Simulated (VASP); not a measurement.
# CuO (Cccm) in VASP: further runs

The runs below take CuO through single point, relaxation of shape and atoms at fixed volume, with PBEsol.

Program: VASP 6.6.1. These are calculated values, not measurements. Logs are shortened: lines on timing, memory, paths and dates and some standing lists are left out, and cuts for length are marked.

### 1 The cell of the first run

The typed cell holds 4 atoms: a = 2.973 Å, b = 2.973 Å, c = 5.114 Å, α = 90.00°, β = 90.00°, γ = 90.06°.

### 2 Single point, PBEsol (11.30 Å³/atom)

INCAR

```
  ALGO = Normal
  EDIFF = 1E-7
  ENCUT = 520
  GGA = PS
  ISIF = 2
  ISMEAR = 0
  LASPH = True
  LCHARG = False
  LREAL = False
  LWAVE = False
  NBANDS = 25
  NELM = 80
  PREC = Accurate
  SIGMA = 0.1
```

KPOINTS

```
k-points
0
Gamma
  14 14 8
```

POSCAR

```
CuO
1.0
    2.1013454502     -2.1035040181      0.0000000000
    2.1013454502      2.1035040181      0.0000000000
    0.0000000000      0.0000000000      5.1141667052
Cu O
2 2
Direct
    0.0000000000      0.5000000000      0.0000000000
    0.5000000000      0.0000000000      0.5000000000
    0.5000000000      0.5000000000      0.2500000000
    0.5000000000      0.5000000000      0.7500000000
```

Potentials or basis: VASP PAW PBE potentials, release 64 (Cu, O).

Command:

```
cat potpaw_PBE.64/Cu/POTCAR potpaw_PBE.64/O/POTCAR > POTCAR
mpirun -np 1 vasp_std > vasp.out
```

OUTCAR:

```text
EDIFF = 1E-7
   ENCUT = 520
   GGA = PS
   ISIF = 2
   ISMEAR = 0
   LASPH = True
   LREAL = False
   NELM = 80
   PREC = Accurate

 ion  position               nearest neighbor table
   1  0.000  0.500  0.000-   3 1.96   4 1.96   3 1.96   4 1.96
   2  0.500  0.000  0.500-   3 1.96   4 1.96   3 1.96   4 1.96
   3  0.500  0.500  0.250-   1 1.96   2 1.96   2 1.96   1 1.96
   4  0.500  0.500  0.750-   1 1.96   2 1.96   2 1.96   1 1.96

  LATTYP: Found a base centered orthorhombic cell.
 ALAT       =     4.2026909004
 B/A-ratio  =     1.0010272313
 C/A-ratio  =     1.2168790964

  Lattice vectors:

 A1 = (   2.1013454502,  -2.1035040181,   0.0000000000)
 A2 = (   2.1013454502,   2.1035040181,   0.0000000000)
 A3 = (   0.0000000000,   0.0000000000,   5.1141667052)

Analysis of symmetry for initial positions (statically):
=====================================================================
 Subroutine PRICEL returns:
 Original cell was already a primitive cell.

 Routine SETGRP: Setting up the symmetry group for a
 base centered orthorhombic supercell.

 Subroutine GETGRP returns: Found  8 space group operations
 (whereof  4 operations were pure point group operations)
 out of a pool of  8 trial point group operations.

The static configuration has the point symmetry C_2h.
 The point group associated with its full space group is D_2h.

Analysis of symmetry for dynamics (positions and initial velocities):
=====================================================================
 Subroutine PRICEL returns:
 Original cell was already a primitive cell.

 Routine SETGRP: Setting up the symmetry group for a
 base centered orthorhombic supercell.

 Subroutine GETGRP returns: Found  8 space group operations
 (whereof  4 operations were pure point group operations)
 out of a pool of  8 trial point group operations.

The dynamic configuration has the point symmetry C_2h.
 The point group associated with its full space group is D_2h.

 Subroutine INISYM returns: Found  8 space group operations
 (whereof  4 operations are pure point group operations),
 and found     1 'primitive' translations

----------------------------------------------------------------------------------------

                                     Primitive cell

  volume of cell :      45.2112

  direct lattice vectors                    reciprocal lattice vectors
     2.101345450 -2.103504018  0.000000000     0.237942790 -0.237698619  0.000000000
     2.101345450  2.103504018  0.000000000     0.237942790  0.237698619  0.000000000
     0.000000000  0.000000000  5.114166705     0.000000000  0.000000000  0.195535276

  length of vectors
     2.973277965  2.973277965  5.114166705     0.336329310  0.336329310  0.195535276

  position of ions in fractional coordinates (direct lattice)
     1.000000000  0.500000000  0.000000000
     0.500000000  1.000000000  0.500000000
     0.500000000  0.500000000  0.250000000
     0.500000000  0.500000000  0.750000000

  ion indices of the primitive-cell ions
   primitive index   ion index
                 1           1
                 2           2
                 3           3
                 4           4

----------------------------------------------------------------------------------------

 KPOINTS: k-points

Automatic generation of k-mesh.
 Grid dimensions read from file:
 generate k-points for:   14   14    8

 Generating k-lattice:

  Cartesian coordinates                     Fractional coordinates (reciprocal lattice)
     0.016995914 -0.016978473  0.000000000     0.071428571  0.000000000  0.000000000
     0.016995914  0.016978473  0.000000000     0.000000000  0.071428571  0.000000000
     0.000000000  0.000000000  0.024441910     0.000000000  0.000000000  0.125000000

  Length of vectors
     0.024023522  0.024023522  0.024441910

  Shift w.r.t. Gamma in fractional coordinates (k-lattice)
     0.000000000  0.000000000  0.000000000

 Subroutine IBZKPT returns following result:
 ===========================================

 Found    285 irreducible k-points:

 Following reciprocal coordinates:
            Coordinates               Weight
  0.000000  0.000000  0.000000      1.000000
  0.071429  0.000000  0.000000      4.000000
  0.142857  0.000000  0.000000      4.000000
  0.214286  0.000000  0.000000      4.000000
  0.285714  0.000000  0.000000      4.000000
  0.357143  0.000000  0.000000      4.000000
[... 16 lines left out ...]
  0.214286  0.142857  0.000000      4.000000
  0.285714  0.142857  0.000000      4.000000
 [... further k-points ...]
   k-points           NKPTS =    285   k-points in BZ     NKDIM =    285   number of bands    NBANDS=     25
   number of dos      NEDOS =    301   number of ions     NIONS =      4
   total plane-waves  NPLWV =  23040
   dimension x,y,z NGX =    24 NGY =   24 NGZ =   40
   dimension x,y,z NGXF=    48 NGYF=   48 NGZF=   80
   ions per type =               2   2
   NGX,Y,Z   is equivalent  to a cutoff of  13.42, 13.42, 13.00 a.u.
   NGXF,Y,Z  is equivalent  to a cutoff of  26.84, 26.84, 26.01 a.u.
 SYSTEM =  unknown system
   PREC   = accura    normal or accurate (medium, high low for compatibility)
   ISTART =      0    job   : 0-new  1-cont  2-samecut
   ICHARG =      2    charge: 1-file 2-atom 10-const
   ISPIN  =      1    spin polarized calculation?
   LNONCOLLINEAR =      F non collinear calculations
   LSORBIT =      F    spin-orbit coupling
   LASPH  =      T    aspherical Exc in radial PAW
   ENCUT  =  520.0 eV  38.22 Ry    6.18 a.u.   5.53  5.53  9.51*2*pi/ulx,y,z
   NELM   =     80;   NELMIN=  2; NELMDL= -5     # of ELM steps
   EDIFF  = 0.1E-06   stopping-criterion for ELM
   LREAL  =      F    real-space projection
   EDIFFG = 0.1E-05   stopping-criterion for IOM
   NSW    =      0    number of steps for IOM
   IBRION =     -1    ionic relax: 0-MD 1-quasi-New 2-CG
   NFREE  =      0    steps in history (QN), initial steepest desc. (CG)
   ISIF   =      2    stress and relaxation
   ISYM   =      2    0-nonsym 1-usesym 2-fastsym
   POTIM  = 0.5000    time-step for ionic-motion
   TEBEG  =    0.0;   TEEND  =   0.0 temperature during run
   PSTRESS=    0.0 pullay stress
   NELECT =      34.0000    total number of electrons
   NUPDOWN=      -1.0000    fix difference up-down
   EMIN   =  10.00;   EMAX   =-10.00  energy-range for DOS
   EFERMI =   0.00;   METHOD = LEGACY
   ISMEAR =     0;   SIGMA  =   0.10  broadening in eV -4-tet -1-fermi 0-gaus
   EFERMI_NEDOS =   21; number of points for ismear=-14 and -15
   IALGO  =     38    algorithm
   IMIX   =      4    mixing-type and parameters
     AMIX     =   0.40;   BMIX     =  1.00
     AMIX_MAG =   1.60;   BMIX_MAG =  1.00
  volume/ion in A,a.u.               =      11.30        76.27
  Fermi-wavevector in a.u.,A,eV,Ry     =   1.488741  2.813313 30.155283  2.216351
  Thomas-Fermi vector in A             =   2.601738
   LORBIT       =      0    0 simple, 1 ext, 2 COOP (PROOUT), +10 PAW based schemes
   GGA     = PS    functional components
   LHFCALC =     F    Hartree Fock is set to
   AEXX    =    0.0000 exact exchange contribution
   IVDW    =     0    specifies the selected vdW correction
   LEPSILON=     F    determine dielectric tensor
   LRPA    =     F    only Hartree local field effects (RPA)
 non-spin polarized calculation
 Gauss-broadening in eV      SIGMA  =   0.10
  energy-cutoff  :      520.00
  volume of cell :       45.21
 maximum number of plane-waves:      1243
 NGX is ok and might be reduce to    24
   NGX = 11   NGY = 11   NGZ = 19

 number of electron      34.0000025 magnetization

 Free energy of the ion-electron system (eV)
  ---------------------------------------------------
  ext. energy  EPLUGINS =         0.00000000
  ---------------------------------------------------
  free energy    TOTEN  =       -21.42858264 eV

  energy without entropy =      -21.41605146  energy(sigma->0) =      -21.42231705

 E-fermi :   4.5041     XC(G=0): -11.4743

 val. band max:        4.4977184213   @ k =  -0.1429   0.0714   0.2500
 cond. band min:       4.5089655912   @ k =   0.4286   0.0714   0.1250
 fundamental gap:      0.0112471699
 Fermi energy:         4.5040671238

 k-point     1 :       0.0000    0.0000    0.0000
  band No.  band energies     occupation
      1     -15.1114      2.00000
      2     -13.7540      2.00000
      3      -3.5083      2.00000
      4      -0.8897      2.00000
      5      -0.8875      2.00000
      6       0.8395      2.00000
[... 17 lines left out ...]
     24      18.6765      0.00000
     25      18.9419      0.00000

 k-point     2 :       0.0714    0.0000    0.0000
  band No.  band energies     occupation
      1     -15.0853      2.00000
      2     -13.7468      2.00000
      3      -3.4628      2.00000
      4      -0.9082      2.00000
      5      -0.8756      2.00000
      6       0.4809      2.00000
[... 17 lines left out ...]
     24      18.7555      0.00000
     25      18.9728      0.00000

 k-point     3 :       0.1429    0.0000    0.0000
  band No.  band energies     occupation
      1     -15.0123      2.00000
      2     -13.7264      2.00000
      3      -3.3325      2.00000
      4      -0.9549      2.00000
      5      -0.8389      2.00000
      6      -0.1606      2.00000
[... 17 lines left out ...]
     24      18.9483      0.00000
     25      19.0049      0.00000

 k-point     4 :       0.2143    0.0000    0.0000
  band No.  band energies     occupation
      1     -14.9036      2.00000
      2     -13.6969      2.00000
      3      -3.1362      2.00000
      4      -1.0016      2.00000
      5      -0.8614      2.00000
      6      -0.7848      2.00000
[... 17 lines left out ...]
     24      18.8808      0.00000
     25      19.0751      0.00000
[... 477 lines left out ...]
 k-point    22 :       0.1429    0.1429    0.0000
  band No.  band energies     occupation
      1     -14.9152      2.00000
      2     -13.7003      2.00000
      3      -3.1554      2.00000
      4      -0.9360      2.00000
      5      -0.8630      2.00000
      6      -0.2841      2.00000
[... 17 lines left out ...]
     24      17.1171      0.00000
     25      19.2056      0.00000

 k-point    23 :       0.2143    0.1429    0.0000
  band No.  band energies     occupation
      1     -14.8082      2.00000
      2     -13.6723      2.00000
      3      -2.9573      2.00000
      4      -0.9601      2.00000
      5      -0.8388      2.00000
      6      -0.8170      2.00000
[... 17 lines left out ...]
     24      16.7842      0.00000
     25      19.2263      0.00000

 k-point    24 :       0.2857    0.1429    0.0000
  band No.  band energies     occupation
      1     -14.6852      2.00000
      2     -13.6411      2.00000
      3      -2.7241      2.00000
      4      -1.4553      2.00000
      5      -0.9639      2.00000
      6      -0.7534      2.00000
[... 17 lines left out ...]
     24      17.0175      0.00000
     25      18.9050      0.00000

 [... further k-points ...]

------------------------ aborting loop because EDIFF is reached ----------------------------------------

  FORCE on cell =-STRESS in cart. coord.  units (eV):
  Direction    XX          YY          ZZ          XY          YZ          ZX
  --------------------------------------------------------------------------------------
  -------------------------------------------------------------------------------------
  Total       -2.1003300     -2.1070067     -2.0270490     -0.0000000      0.0000000      0.0000000
  in kB      -74.4307589    -74.6673637    -71.8338509     -0.0000000      0.0000000      0.0000000
  external PRESSURE =     -73.6439912 kB  Pullay stress =       0.0000000 kB

 VOLUME and BASIS-vectors are now :
 -----------------------------------------------------------------------------
  energy-cutoff  :      520.00
  volume of cell :       45.21
      direct lattice vectors                 reciprocal lattice vectors
     2.101345450 -2.103504018  0.000000000     0.237942790 -0.237698619  0.000000000
     2.101345450  2.103504018  0.000000000     0.237942790  0.237698619  0.000000000
     0.000000000  0.000000000  5.114166705     0.000000000  0.000000000  0.195535276

 POSITION                                       TOTAL-FORCE (eV/Angst)
 -----------------------------------------------------------------------------------
      1.05067      1.05175      0.00000        -0.000000     -0.000000      0.000000
      1.05067     -1.05175      2.55708         0.000000     -0.000000      0.000000
      2.10135      0.00000      1.27854        -0.000000      0.000000      0.000000
      2.10135      0.00000      3.83563        -0.000000      0.000000      0.000000
 -----------------------------------------------------------------------------------
    total drift:                                0.000000     -0.000000     -0.000000

  FREE ENERGIE OF THE ION-ELECTRON SYSTEM (eV)
  ---------------------------------------------------
  free  energy   TOTEN  =       -21.4285826359 eV

  energy  without entropy=      -21.4160514643  energy(sigma->0) =      -21.42231705
```

Run time: 5.3 min. Hardware: 1 thread of Intel Xeon 8259CL, shared host; peak memory 0.37 GiB.

Results:

```
Free energy            : -21.4286 eV
Pressure               : -7.4 GPa
Band gap on the k mesh : zero (bands 17 and 18 overlap by 1.23 eV)
```

Caveat: the cell stands under tension; the PAW data sets were made with another functional, which shifts forces and pressure a little; semilocal functionals often make such compounds metallic where correlation or magnetic order opens a gap, which also shifts bond lengths.

### 3 Relaxation of shape and atoms at fixed volume, PBEsol (10.02 Å³/atom)

This run uses another cell than the first one, of 10.02 Å³/atom.

INCAR

```
SYSTEM = CuO
PREC = Accurate
ENCUT = 600
EDIFF = 1E-6
ISMEAR = 0
SIGMA = 0.1
LREAL = .False.
LASPH = .True.
NELM = 60
ALGO = Normal
ISIF = 4
LWAVE = .False.
LCHARG = .False.
GGA = PS
IBRION = 2
NSW = 50
EDIFFG = -0.01
```

KPOINTS

```
Automatic mesh
0
Gamma
  14 14 8
  0 0 0
```

POSCAR

```
CuO
1.0
    1.9926607506     -1.9989523741      0.0000000000
    1.9926607506      1.9989523741      0.0000000000
    0.0000000000      0.0000000000      5.0327094145
Cu O
2 2
Direct
    0.0000000000      0.5000000000      0.0000000000
    0.5000000000      0.0000000000      0.5000000000
    0.5000000000      0.5000000000      0.2500000000
    0.5000000000      0.5000000000      0.7500000000
```

Potentials or basis: VASP PAW PBE potentials, release 64 (Cu, O).

Command:

```
cat potpaw_PBE.64/Cu/POTCAR potpaw_PBE.64/O/POTCAR > POTCAR
mpirun -np 1 vasp_std > vasp.out
```

Run time: 6.6 min. Hardware: 1 thread of Intel Xeon 8259CL, shared host; peak memory 0.37 GiB.

It converged, with:

```
Free energy               : -21.3912 eV
Energy gained by relaxing : 1.4 meV/atom
Ionic steps               : 3
Pressure after relaxing   : 11.2 GPa
Band gap on the k mesh    : zero (bands 17 and 18 overlap by 1.20 eV)
```

The path:
```csv
step,energy change (eV),largest force (eV/Å),pressure (GPa),volume (Å³)
1,0.0000,0.0000,12.41,40.09
2,-0.0042,0.0000,11.94,40.09
3,-0.0056,0.0000,11.21,40.09
```

Final structure:
```yaml
crystal:
  lattice:
    - [1.97926, -1.98568, 0.00000]
    - [1.97926, 1.98568, 0.00000]
    - [0.00000, 0.00000, 5.10065]
  atoms:
    - { symbol: Cu, position: [0.00000, 0.50000, 0.00000] }
    - { symbol: Cu, position: [0.50000, 0.00000, 0.50000] }
    - { symbol: O, position: [0.50000, 0.50000, 0.25000] }
    - { symbol: O, position: [0.50000, 0.50000, 0.75000] }
```

Levels at points of the mesh, in eV from the Fermi level:
| k point | band 15 | band 16 | band 17 | band 18 | band 19 | band 20 |
| --- | --- | --- | --- | --- | --- | --- |
| (0.00, 0.00, 0.00) | -2.57 | -2.28 | 0.69 | 0.70 | 1.63 | 6.17 |
| (0.50, 0.00, 0.00) | -1.75 | -1.67 | 0.23 | 0.44 | 3.19 | 6.25 |
| (0.50, 0.50, 0.00) | -1.69 | -1.27 | -1.27 | 1.27 | 1.79 | 7.05 |
| (0.00, 0.00, 0.50) | -1.69 | -1.69 | 0.04 | 0.04 | 3.72 | 3.72 |
| (0.50, 0.00, 0.50) | -2.22 | -2.00 | -0.08 | 0.71 | 4.05 | 6.16 |
| (0.50, 0.50, 0.50) | -1.52 | -1.52 | -0.47 | -0.47 | 3.76 | 3.76 |

Caveat: the PAW data sets were made with another functional, which shifts forces and pressure a little; semilocal functionals often make such compounds metallic where correlation or magnetic order opens a gap, which also shifts bond lengths. With open d or f shells a metallic result of PBEsol can be an artefact of self-interaction; +U or a hybrid may open a gap.

(Continued in part 2 of 2.)
